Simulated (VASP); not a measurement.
# Al3NiPt2 (P4/mmm) in VASP: single point with PBE

Aim: the single point of Al3NiPt2 with PBE.

All numbers are computed with VASP 6.6.1; they aren't measurements. Logs are shortened: lines on timing, memory, paths and dates and some standing lists are left out, and cuts for length are marked.

### Step 1. The cell of the first run

The structure is tetragonal, space group P4/mmm (No. 123). The conventional cell has a = 3.018 Å, b = 3.018 Å, c = 9.152 Å, α = 90.00°, β = 90.00°, γ = 90.00°. Al (site symmetry 4mm) has 4 Ni at 2.54 Å and 4 Pt at 2.67 Å and 6 Al at 2.76 to 3.20 Å within 3.4 Å. Within 3.5 Å of Al (site symmetry 4/mmm) lie 8 Pt at 2.67 Å and 6 Al at 3.02 to 3.20 Å. Ni (site symmetry 4/mmm) has 8 Al at 2.54 Å and 2 Pt at 2.98 Å and 4 Ni at 3.02 Å within 3.4 Å. Within 3.5 Å of Pt (site symmetry 4mm) lie 8 Al at 2.67 Å and 1 Ni at 2.98 Å and 5 Pt at 3.02 to 3.20 Å.

### Step 2. Single point, PBE

Input file INCAR:

```
PREC = Accurate
ENCUT = 520
EDIFF = 1E-6
ISMEAR = 0
SIGMA = 0.1
LREAL = False
LASPH = True
NELM = 80
ALGO = Fast
ISIF = 2
LWAVE = False
LCHARG = True
GGA = PE
LELF = True
LVHAR = True
NBANDS = 28
```

Input file KPOINTS:

```
regular mesh
0
Gamma
  12 12 4
```

Input file POSCAR:

```
Al3NiPt2
1.0
    3.0179283973      0.0000000000      0.0000000000
    0.0000000000      3.0179283973      0.0000000000
    0.0000000000      0.0000000000      9.1517181383
Al Ni Pt
3 1 2
Direct
    0.0000000000      0.0000000000      0.1505314637
    0.0000000000      0.0000000000      0.5000000000
    0.0000000000      0.0000000000      0.8494685363
    0.5000000000      0.5000000000      0.0000000000
    0.5000000000      0.5000000000      0.3251594035
    0.5000000000      0.5000000000      0.6748405965
```

Potentials or basis: VASP PAW PBE potentials, release 64 (Al, Ni, Pt).

On the command line:

```bash
> cat potpaw_PBE.64/Al/POTCAR potpaw_PBE.64/Ni/POTCAR potpaw_PBE.64/Pt/POTCAR > POTCAR
> mpirun -np 1 vasp_std > vasp.out
```

OUTCAR:

```text
PREC = Accurate
   ENCUT = 520
   EDIFF = 1E-6
   ISMEAR = 0
   LREAL = False
   LASPH = True
   NELM = 80
   ISIF = 2
   GGA = PE

 ion  position               nearest neighbor table
   1  0.000  0.000  0.151-   4 2.54   4 2.54   4 2.54   4 2.54   5 2.67   5 2.67   5 2.67   5 2.67
                             3 2.76   2 3.20
   2  0.000  0.000  0.500-   5 2.67   6 2.67   5 2.67   6 2.67   5 2.67   6 2.67   5 2.67   6 2.67
                             1 3.20   3 3.20
   3  0.000  0.000  0.849-   4 2.54   4 2.54   4 2.54   4 2.54   6 2.67   6 2.67   6 2.67   6 2.67
                             1 2.76   2 3.20
   4  0.500  0.500  0.000-   1 2.54   3 2.54   1 2.54   3 2.54   1 2.54   3 2.54   1 2.54   3 2.54
                             5 2.98   6 2.98
   5  0.500  0.500  0.325-   1 2.67   1 2.67   1 2.67   1 2.67   2 2.67   2 2.67   2 2.67   2 2.67
                             4 2.98   6 3.20
   6  0.500  0.500  0.675-   3 2.67   3 2.67   3 2.67   3 2.67   2 2.67   2 2.67   2 2.67   2 2.67
                             4 2.98   5 3.20

  LATTYP: Found a simple tetragonal cell.
 ALAT       =     3.0179283973
 C/A-ratio  =     3.0324503877

  Lattice vectors:

 A1 = (   3.0179283973,   0.0000000000,   0.0000000000)
 A2 = (   0.0000000000,   3.0179283973,   0.0000000000)
 A3 = (   0.0000000000,   0.0000000000,   9.1517181383)

Analysis of symmetry for initial positions (statically):
=====================================================================
 Subroutine PRICEL returns:
 Original cell was already a primitive cell.

 Routine SETGRP: Setting up the symmetry group for a
 simple tetragonal supercell.

 Subroutine GETGRP returns: Found 16 space group operations
 (whereof 16 operations were pure point group operations)
 out of a pool of 16 trial point group operations.

The static configuration has the point symmetry D_4h.

Analysis of symmetry for dynamics (positions and initial velocities):
=====================================================================
 Subroutine PRICEL returns:
 Original cell was already a primitive cell.

 Routine SETGRP: Setting up the symmetry group for a
 simple tetragonal supercell.

 Subroutine GETGRP returns: Found 16 space group operations
 (whereof 16 operations were pure point group operations)
 out of a pool of 16 trial point group operations.

The dynamic configuration has the point symmetry D_4h.

 Subroutine INISYM returns: Found 16 space group operations
 (whereof 16 operations are pure point group operations),
 and found     1 'primitive' translations

----------------------------------------------------------------------------------------

                                     Primitive cell

  volume of cell :      83.3529

  direct lattice vectors                    reciprocal lattice vectors
     3.017928397  0.000000000  0.000000000     0.331353123  0.000000000  0.000000000
     0.000000000  3.017928397  0.000000000     0.000000000  0.331353123  0.000000000
     0.000000000  0.000000000  9.151718138     0.000000000  0.000000000  0.109269100

  length of vectors
     3.017928397  3.017928397  9.151718138     0.331353123  0.331353123  0.109269100

  position of ions in fractional coordinates (direct lattice)
     0.000000000  0.000000000  0.150531464
     0.000000000  0.000000000  0.500000000
     0.000000000  0.000000000  0.849468536
     0.500000000  0.500000000  0.000000000
     0.500000000  0.500000000  0.325159404
     0.500000000  0.500000000  0.674840596

  ion indices of the primitive-cell ions
   primitive index   ion index
                 1           1
                 2           2
                 3           3
                 4           4
                 5           5
                 6           6

----------------------------------------------------------------------------------------

 KPOINTS: regular mesh

Automatic generation of k-mesh.
 Grid dimensions read from file:
 generate k-points for:   12   12    4

 Generating k-lattice:

  Cartesian coordinates                     Fractional coordinates (reciprocal lattice)
     0.027612760  0.000000000  0.000000000     0.083333333  0.000000000  0.000000000
     0.000000000  0.027612760  0.000000000     0.000000000  0.083333333  0.000000000
     0.000000000  0.000000000  0.027317275     0.000000000  0.000000000  0.250000000

  Length of vectors
     0.027612760  0.027612760  0.027317275

  Shift w.r.t. Gamma in fractional coordinates (k-lattice)
     0.000000000  0.000000000  0.000000000

 Subroutine IBZKPT returns following result:
 ===========================================

 Found     84 irreducible k-points:

 Following reciprocal coordinates:
            Coordinates               Weight
  0.000000  0.000000  0.000000      1.000000
  0.083333  0.000000  0.000000      4.000000
  0.166667  0.000000  0.000000      4.000000
  0.250000  0.000000  0.000000      4.000000
  0.333333  0.000000  0.000000      4.000000
  0.416667  0.000000  0.000000      4.000000
[... 16 lines left out ...]
  0.333333  0.333333  0.000000      4.000000
  0.416667  0.333333  0.000000      8.000000
 [... further k-points ...]
   k-points           NKPTS =     84   k-points in BZ     NKDIM =     84   number of bands    NBANDS=     28
   number of dos      NEDOS =    301   number of ions     NIONS =      6
   total plane-waves  NPLWV =  40320
   dimension x,y,z NGX =    24 NGY =   24 NGZ =   70
   dimension x,y,z NGXF=    48 NGYF=   48 NGZF=  140
   ions per type =               3   1   2
   NGX,Y,Z   is equivalent  to a cutoff of  13.22, 13.22, 12.72 a.u.
   NGXF,Y,Z  is equivalent  to a cutoff of  26.44, 26.44, 25.43 a.u.
 SYSTEM =  unknown system
   PREC   = accura    normal or accurate (medium, high low for compatibility)
   ISTART =      0    job   : 0-new  1-cont  2-samecut
   ICHARG =      2    charge: 1-file 2-atom 10-const
   ISPIN  =      1    spin polarized calculation?
   LNONCOLLINEAR =      F non collinear calculations
   LSORBIT =      F    spin-orbit coupling
   LASPH  =      T    aspherical Exc in radial PAW
   ENCUT  =  520.0 eV  38.22 Ry    6.18 a.u.   5.61  5.61 17.02*2*pi/ulx,y,z
   NELM   =     80;   NELMIN=  2; NELMDL= -5     # of ELM steps
   EDIFF  = 0.1E-05   stopping-criterion for ELM
   LREAL  =      F    real-space projection
   EDIFFG = 0.1E-04   stopping-criterion for IOM
   NSW    =      0    number of steps for IOM
   IBRION =     -1    ionic relax: 0-MD 1-quasi-New 2-CG
   NFREE  =      0    steps in history (QN), initial steepest desc. (CG)
   ISIF   =      2    stress and relaxation
   ISYM   =      2    0-nonsym 1-usesym 2-fastsym
   POTIM  = 0.5000    time-step for ionic-motion
   TEBEG  =    0.0;   TEEND  =   0.0 temperature during run
   PSTRESS=    0.0 pullay stress
   NELECT =      39.0000    total number of electrons
   NUPDOWN=      -1.0000    fix difference up-down
   EMIN   =  10.00;   EMAX   =-10.00  energy-range for DOS
   EFERMI =   0.00;   METHOD = LEGACY
   ISMEAR =     0;   SIGMA  =   0.10  broadening in eV -4-tet -1-fermi 0-gaus
   EFERMI_NEDOS =   21; number of points for ismear=-14 and -15
   IALGO  =     68    algorithm
   IMIX   =      4    mixing-type and parameters
     AMIX     =   0.40;   BMIX     =  1.00
     AMIX_MAG =   1.60;   BMIX_MAG =  1.00
  volume/ion in A,a.u.               =      13.89        93.75
  Fermi-wavevector in a.u.,A,eV,Ry     =   1.270934  2.401716 21.977113  1.615272
  Thomas-Fermi vector in A             =   2.403894
   LORBIT       =      0    0 simple, 1 ext, 2 COOP (PROOUT), +10 PAW based schemes
   GGA     = PE    functional components
   LHFCALC =     F    Hartree Fock is set to
   AEXX    =    0.0000 exact exchange contribution
   IVDW    =     0    specifies the selected vdW correction
   LEPSILON=     F    determine dielectric tensor
   LRPA    =     F    only Hartree local field effects (RPA)
 non-spin polarized calculation
 RMM-DIIS sequential band-by-band and
 Gauss-broadening in eV      SIGMA  =   0.10
  energy-cutoff  :      520.00
  volume of cell :       83.35
 maximum number of plane-waves:      2266
 NGX is ok and might be reduce to    24
   NGX = 11   NGY = 11   NGZ = 35

 number of electron      38.9999995 magnetization

 Free energy of the ion-electron system (eV)
  ---------------------------------------------------
  ext. energy  EPLUGINS =         0.00000000
  ---------------------------------------------------
  free energy    TOTEN  =       -33.90748808 eV

  energy without entropy =      -33.89739148  energy(sigma->0) =      -33.90243978

 E-fermi :  10.5378     XC(G=0): -12.0605

 val. band max:       10.5183592101   @ k =   0.4167   0.2500   0.5000
 cond. band min:      10.5389611263   @ k =   0.5000   0.3333   0.2500
 fundamental gap:      0.0206019162
 Fermi energy:        10.5378198101

 k-point     1 :       0.0000    0.0000    0.0000
  band No.  band energies     occupation
      1      -0.9392      2.00000
      2       0.8214      2.00000
      3       1.2179      2.00000
      4       4.6675      2.00000
      5       4.7637      2.00000
      6       4.9138      2.00000
[... 20 lines left out ...]
     27      17.6403      0.00000
     28      17.6442      0.00000

 k-point     2 :       0.0833    0.0000    0.0000
  band No.  band energies     occupation
      1      -0.8088      2.00000
      2       0.9527      2.00000
      3       1.3123      2.00000
      4       4.7090      2.00000
      5       4.8181      2.00000
      6       4.9710      2.00000
[... 20 lines left out ...]
     27      17.8538      0.00000
     28      17.8761      0.00000

 k-point     3 :       0.1667    0.0000    0.0000
  band No.  band energies     occupation
      1      -0.4245      2.00000
      2       1.3328      2.00000
      3       1.5826      2.00000
      4       4.7863      2.00000
      5       4.9225      2.00000
      6       5.1369      2.00000
[... 616 lines left out ...]
      3       3.7208      2.00000
      4       4.7429      2.00000
      5       4.8922      2.00000
      6       5.1932      2.00000
[... 20 lines left out ...]
     27      15.9043      0.00000
     28      17.2408      0.00000

 k-point    24 :       0.4167    0.3333    0.0000
  band No.  band energies     occupation
      1       3.0687      2.00000
      2       3.7912      2.00000
      3       3.8818      2.00000
      4       4.6111      2.00000
      5       4.7471      2.00000
      6       5.1499      2.00000
[... 20 lines left out ...]
     27      14.7478      0.00000
     28      16.1872      0.00000

 [... further k-points ...]
[... 5 lines left out ...]
  --------------------------------------------------------------------------------------
  -------------------------------------------------------------------------------------
  Total       -0.0366441     -0.0366441     -0.0784759      0.0000000      0.0000000      0.0000000
  in kB       -0.7043595     -0.7043595     -1.5084334      0.0000000      0.0000000      0.0000000
  external PRESSURE =      -0.9723841 kB  Pullay stress =       0.0000000 kB

 VOLUME and BASIS-vectors are now :
 -----------------------------------------------------------------------------
  energy-cutoff  :      520.00
  volume of cell :       83.35
      direct lattice vectors                 reciprocal lattice vectors
     3.017928397  0.000000000  0.000000000     0.331353123  0.000000000  0.000000000
     0.000000000  3.017928397  0.000000000     0.000000000  0.331353123  0.000000000
     0.000000000  0.000000000  9.151718138     0.000000000  0.000000000  0.109269100

 POSITION                                       TOTAL-FORCE (eV/Angst)
 -----------------------------------------------------------------------------------
      0.00000      0.00000      1.37762         0.000000      0.000000      0.005400
      0.00000      0.00000      4.57586         0.000000      0.000000      0.000000
      0.00000      0.00000      7.77410        -0.000000      0.000000     -0.005400
      1.50896      1.50896      0.00000         0.000000      0.000000      0.000000
      1.50896      1.50896      2.97577         0.000000     -0.000000      0.003921
      1.50896      1.50896      6.17595         0.000000      0.000000     -0.003921
 -----------------------------------------------------------------------------------
    total drift:                                0.000000     -0.000000     -0.000000

  FREE ENERGIE OF THE ION-ELECTRON SYSTEM (eV)
  ---------------------------------------------------
  free  energy   TOTEN  =       -33.9074880807 eV

  energy  without entropy=      -33.8973914798  energy(sigma->0) =      -33.90243978
```

Wall time 90 s (1 thread of Intel Xeon Platinum 8559C (Emerald Rapids), shared host); peak memory 0.33 GiB.

Results:

| Quantity | Value |
| --- | --- |
| Free energy | -33.9075 eV |
| Pressure | -0.1 GPa |
| Largest force | 0.005 eV/Å |

Forces in eV/Å, atoms in the order of the input:
```
Al   0.000  0.000  0.005
Al   0.000  0.000  0.000
Al   0.000  0.000 -0.005
Ni   0.000  0.000  0.000
Pt   0.000  0.000  0.004
Pt   0.000  0.000 -0.004
```

Levels at points of the mesh, in eV from the Fermi level:
| k point | band 15 | band 16 | band 17 | band 18 | band 19 | band 20 | band 21 | band 22 | band 23 | band 24 |
| --- | --- | --- | --- | --- | --- | --- | --- | --- | --- | --- |
| (0.00, 0.00, 0.00) | -2.36 | -1.76 | -1.76 | -1.60 | -0.69 | -0.36 | 4.20 | 4.36 | 4.36 | 6.59 |
| (0.50, 0.00, 0.00) | -2.48 | -2.39 | -2.21 | -1.66 | -0.93 | -0.77 | -0.67 | 2.51 | 2.64 | 3.50 |
| (0.50, 0.50, 0.00) | -1.21 | -1.18 | -1.12 | 0.48 | 0.48 | 0.60 | 0.60 | 1.09 | 1.22 | 1.60 |
| (0.00, 0.00, 0.50) | -2.36 | -1.82 | -1.82 | -1.60 | -0.91 | 1.15 | 2.48 | 5.05 | 5.05 | 5.24 |
| (0.50, 0.00, 0.50) | -2.80 | -2.48 | -2.21 | -1.70 | -1.18 | -0.82 | -0.62 | 1.07 | 2.97 | 5.20 |
| (0.50, 0.50, 0.50) | -1.18 | -1.12 | -1.12 | -1.09 | -1.09 | 1.20 | 1.21 | 1.59 | 1.80 | 1.85 |

Caveat: spin-orbit coupling is left out, which moves the levels of the heavy elements.
